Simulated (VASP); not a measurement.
Here is a VASP 6.6.1 calculation.

The input INCAR:

```
  PREC = Accurate
  ENCUT = 500
  EDIFF = 1E-6
  ISMEAR = 0
  SIGMA = 0.02
  LREAL = F
  LASPH = T
  NELM = 120
  ALGO = Normal
  ISIF = 2
  LWAVE = F
  LCHARG = F
  GGA = PS
  NBANDS = 21
  GGA_COMPAT = F
```

The input KPOINTS:

```
Automatic mesh
0
Gamma
  6 6 6
```

POSCAR

```
BaH2
1.0
    4.4620250523      0.0000000000      0.0000000000
   -2.2310125262      3.8642270477      0.0000000000
    0.0000000000      0.0000000000      6.0552925900
Ba H
2 4
Direct
    0.6666666700      0.3333333300      0.7500000000
    0.3333333300      0.6666666700      0.2500000000
    0.3333333300      0.6666666700      0.7500000000
    0.6666666700      0.3333333300      0.2500000000
    0.0000000000      0.0000000000      0.5000000000
    0.0000000000      0.0000000000      0.0000000000
```

Potentials or basis: VASP PAW PBE potentials, release 64 (Ba_sv, H).

Run with:

```console
$ cat potpaw_PBE.64/Ba_sv/POTCAR potpaw_PBE.64/H/POTCAR > POTCAR
$ mpirun -np 1 vasp_std > vasp.out
```

Task: What does it give for the band gap on the k mesh?

Result: 1.43 eV (least direct gap 2.53 eV).

Task: What does it give for the pressure?

Result: -1.8 GPa.

Caveat: the PAW data sets were made with another functional, which shifts forces and pressure a little; spin-orbit coupling is left out, which moves the levels of the heavy elements. A k mesh can miss the band edges.
